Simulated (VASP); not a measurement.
# C in VASP: further runs

The runs below take C through single point, with PBEsol.

Everything below comes from runs of VASP 6.6.1. Logs are shortened: lines on timing, memory, paths and dates and some standing lists are left out, and cuts for length are marked.

## Step 1: The cell of the first run

It takes space group Fd-3m (No. 227, cubic). The conventional cell has a = 3.567 Å, b = 3.567 Å, c = 3.567 Å, α = 90.00°, β = 90.00°, γ = 90.00°. C (site symmetry -43m) has 4 C at 1.54 Å within 2.1 Å.

## Step 2: Single point, PBEsol

INCAR

```
SYSTEM = C
PREC     = Accurate       ! precision mode
ENCUT    = 600            ! plane-wave cutoff, eV
EDIFF    = 1E-6           ! SCF threshold, eV
ISMEAR   = -1             ! smearing method
SIGMA    = 0.1            ! smearing width, eV
LREAL    = .FALSE.        ! projectors in reciprocal space
LASPH    = .TRUE.         ! aspherical terms in the spheres
NELM     = 120            ! most SCF steps
ALGO     = Normal         ! electronic algorithm
ISIF     = 2              ! what is computed and relaxed
LWAVE    = .FALSE.        ! write WAVECAR
LCHARG   = .FALSE.        ! write CHGCAR
GGA      = PS             ! functional
NBANDS   = 11             ! bands
GGA_COMPAT= .FALSE.
```

KPOINTS

```
regular mesh
0
G
  5 5 5
  0 0 0
```

POSCAR

```
C
1.0
    0.0000000000      1.7833700000      1.7833700000
    1.7833700000      0.0000000000      1.7833700000
    1.7833700000      1.7833700000      0.0000000000
C
2
Direct
    0.0000000000      0.0000000000      0.0000000000
    0.2500000000      0.2500000000      0.2500000000
```

Potentials or basis: VASP PAW PBE potentials, release 64 (C).

Launch:

```
$ cat potpaw_PBE.64/C/POTCAR > POTCAR
$ mpirun -np 1 vasp_std > vasp.out
```

OUTCAR:

```text
SYSTEM = C
   PREC = Accurate
   ENCUT = 600
   EDIFF = 1E-6
   ISMEAR = -1
   LREAL = .FALSE.
   LASPH = .TRUE.
   NELM = 120
   ISIF = 2
   GGA = PS

 ion  position               nearest neighbor table
   1  0.000  0.000  0.000-   2 1.54   2 1.54   2 1.54   2 1.54
   2  0.250  0.250  0.250-   1 1.54   1 1.54   1 1.54   1 1.54

  LATTYP: Found a face centered cubic cell.
 ALAT       =     3.5667400000

  Lattice vectors:

 A1 = (   0.0000000000,   1.7833700000,   1.7833700000)
 A2 = (   1.7833700000,   0.0000000000,   1.7833700000)
 A3 = (   1.7833700000,   1.7833700000,   0.0000000000)

Analysis of symmetry for initial positions (statically):
=====================================================================
 Subroutine PRICEL returns:
 Original cell was already a primitive cell.

 Routine SETGRP: Setting up the symmetry group for a
 face centered cubic supercell.

 Subroutine GETGRP returns: Found 48 space group operations
 (whereof 24 operations were pure point group operations)
 out of a pool of 48 trial point group operations.

The static configuration has the point symmetry T_d .
 The point group associated with its full space group is O_h .

Analysis of symmetry for dynamics (positions and initial velocities):
=====================================================================
 Subroutine PRICEL returns:
 Original cell was already a primitive cell.

 Routine SETGRP: Setting up the symmetry group for a
 face centered cubic supercell.

 Subroutine GETGRP returns: Found 48 space group operations
 (whereof 24 operations were pure point group operations)
 out of a pool of 48 trial point group operations.

The dynamic configuration has the point symmetry T_d .
 The point group associated with its full space group is O_h .

 Subroutine INISYM returns: Found 48 space group operations
 (whereof 24 operations are pure point group operations),
 and found     1 'primitive' translations

----------------------------------------------------------------------------------------

                                     Primitive cell

  volume of cell :      11.3437

  direct lattice vectors                    reciprocal lattice vectors
     0.000000000  1.783370000  1.783370000    -0.280368067  0.280368067  0.280368067
     1.783370000  0.000000000  1.783370000     0.280368067 -0.280368067  0.280368067
     1.783370000  1.783370000  0.000000000     0.280368067  0.280368067 -0.280368067

  length of vectors
     2.522066041  2.522066041  2.522066041     0.485611737  0.485611737  0.485611737

[... 73 lines left out ...]
   POTIM  = 0.5000    time-step for ionic-motion
   TEBEG  =    0.0;   TEEND  =   0.0 temperature during run
   PSTRESS=    0.0 pullay stress
   NELECT =       8.0000    total number of electrons
   NUPDOWN=      -1.0000    fix difference up-down
   EMIN   =  10.00;   EMAX   =-10.00  energy-range for DOS
   EFERMI =   0.00;   METHOD = LEGACY
   ISMEAR =    -1;   SIGMA  =   0.10  broadening in eV -4-tet -1-fermi 0-gaus
   EFERMI_NEDOS =   21; number of points for ismear=-14 and -15
   IALGO  =     38    algorithm
   IMIX   =      4    mixing-type and parameters
     AMIX     =   0.40;   BMIX     =  1.00
     AMIX_MAG =   1.60;   BMIX_MAG =  1.00
  volume/ion in A,a.u.               =       5.67        38.28
  Fermi-wavevector in a.u.,A,eV,Ry     =   1.457203  2.753714 28.891161  2.123440
  Thomas-Fermi vector in A             =   2.574032
   LORBIT       =      0    0 simple, 1 ext, 2 COOP (PROOUT), +10 PAW based schemes
   GGA     = PS    functional components
   LHFCALC =     F    Hartree Fock is set to
   AEXX    =    0.0000 exact exchange contribution
   IVDW    =     0    specifies the selected vdW correction
   LEPSILON=     F    determine dielectric tensor
   LRPA    =     F    only Hartree local field effects (RPA)
 non-spin polarized calculation
  energy-cutoff  :      600.00
  volume of cell :       11.34
 maximum number of plane-waves:       384
   NGX =  9   NGY =  9   NGZ =  9

 number of electron       7.9999999 magnetization

 Free energy of the ion-electron system (eV)
  ---------------------------------------------------
  ext. energy  EPLUGINS =         0.00000000
  ---------------------------------------------------
  free energy    TOTEN  =       -19.21801175 eV

  energy without entropy =      -19.21801175  energy(sigma->0) =      -19.21801175

 E-fermi :  11.7182     XC(G=0): -13.4291

 val. band max:        9.7189585808   @ k =   0.0000   0.0000   0.0000
 cond. band min:      13.7493788602   @ k =   0.4000   0.4000   0.0000
 fundamental gap:      4.0304202794
 Fermi energy:        11.7182067522

 k-point     1 :       0.0000    0.0000    0.0000
  band No.  band energies     occupation
      1     -11.8070      2.00000
      2       9.7190      2.00000
      3       9.7190      2.00000
      4       9.7190      2.00000
      5      15.2553      0.00000
      6      15.2553      0.00000
      7      15.2553      0.00000
      8      23.0866      0.00000
      9      28.6710      0.00000
     10      36.1795      0.00000
     11      36.1795      0.00000
[... 113 lines left out ...]
 k-point    10 :      -0.4000    0.4000    0.2000
  band No.  band energies     occupation
      1      -4.8420      2.00000
      2      -0.4405      2.00000
      3       1.3209      2.00000
      4       3.2718      2.00000
      5      18.5739      0.00000
      6      19.3951      0.00000
      7      21.4552      0.00000
      8      24.7870      0.00000
      9      29.0591      0.00000
     10      32.2371      0.00000
     11      37.6488      0.00000

------------------------ aborting loop because EDIFF is reached ----------------------------------------

  FORCE on cell =-STRESS in cart. coord.  units (eV):
  Direction    XX          YY          ZZ          XY          YZ          ZX
  --------------------------------------------------------------------------------------
  -------------------------------------------------------------------------------------
  Total       -0.2929505     -0.2929505     -0.2929505      0.0000000      0.0000000     -0.0000000
  in kB      -41.3761885    -41.3761885    -41.3761885      0.0000000      0.0000000     -0.0000000
  external PRESSURE =     -41.3761885 kB  Pullay stress =       0.0000000 kB

 VOLUME and BASIS-vectors are now :
 -----------------------------------------------------------------------------
  energy-cutoff  :      600.00
  volume of cell :       11.34
      direct lattice vectors                 reciprocal lattice vectors
     0.000000000  1.783370000  1.783370000    -0.280368067  0.280368067  0.280368067
     1.783370000  0.000000000  1.783370000     0.280368067 -0.280368067  0.280368067
     1.783370000  1.783370000  0.000000000     0.280368067  0.280368067 -0.280368067

 POSITION                                       TOTAL-FORCE (eV/Angst)
 -----------------------------------------------------------------------------------
      0.00000      0.00000      0.00000         0.000000      0.000000      0.000000
      0.89168      0.89168      0.89168        -0.000000     -0.000000     -0.000000
 -----------------------------------------------------------------------------------
    total drift:                                0.000000      0.000000      0.000000

  FREE ENERGIE OF THE ION-ELECTRON SYSTEM (eV)
  ---------------------------------------------------
  free  energy   TOTEN  =       -19.2180117460 eV

  energy  without entropy=      -19.2180117455  energy(sigma->0) =      -19.21801175
```

OSZICAR:

```text
N       E                     dE             d eps       ncg     rms          rms(c)
DAV:   1     0.253262728010E+01    0.25326E+01   -0.49441E+03   220   0.803E+02
DAV:   2    -0.193373437531E+02   -0.21870E+02   -0.19966E+02   302   0.137E+02
DAV:   3    -0.198874196862E+02   -0.55008E+00   -0.54744E+00   256   0.161E+01
DAV:   4    -0.198883592074E+02   -0.93952E-03   -0.93950E-03   235   0.846E-01
DAV:   5    -0.198883602921E+02   -0.10847E-05   -0.10846E-05   253   0.278E-02    0.558E+00
DAV:   6    -0.193913483971E+02    0.49701E+00   -0.25035E-01   229   0.349E+00    0.329E+00
DAV:   7    -0.192173891348E+02    0.17396E+00   -0.30343E-01   232   0.388E+00    0.681E-01
DAV:   8    -0.192179840849E+02   -0.59495E-03   -0.76102E-03   241   0.683E-01    0.301E-02
DAV:   9    -0.192180033777E+02   -0.19293E-04   -0.23516E-05   261   0.382E-02    0.216E-02
DAV:  10    -0.192180119300E+02   -0.85522E-05   -0.39487E-06   238   0.173E-02    0.469E-03
DAV:  11    -0.192180117460E+02    0.18398E-06   -0.12875E-07   159   0.299E-03
   1 F= -.19218012E+02 E0= -.19218012E+02  d E =-.518967E-09
```

Wall time 2.4 s (1 thread of Intel Xeon 6975P-C, shared host); peak memory 0.11 GiB.

Results:

```
Free energy            : -19.2180 eV
Pressure               : -4.1 GPa
Band gap on the k mesh : 4.03 eV, indirect (least direct gap 5.54 eV)
```

Caveat: the k points lie up to 0.61 Å⁻¹ apart; the PAW data sets were made with another functional, which shifts forces and pressure a little. A hybrid or GW would open this gap; PBEsol tends to underestimate it.

(Part 1 of 2 ends here.)
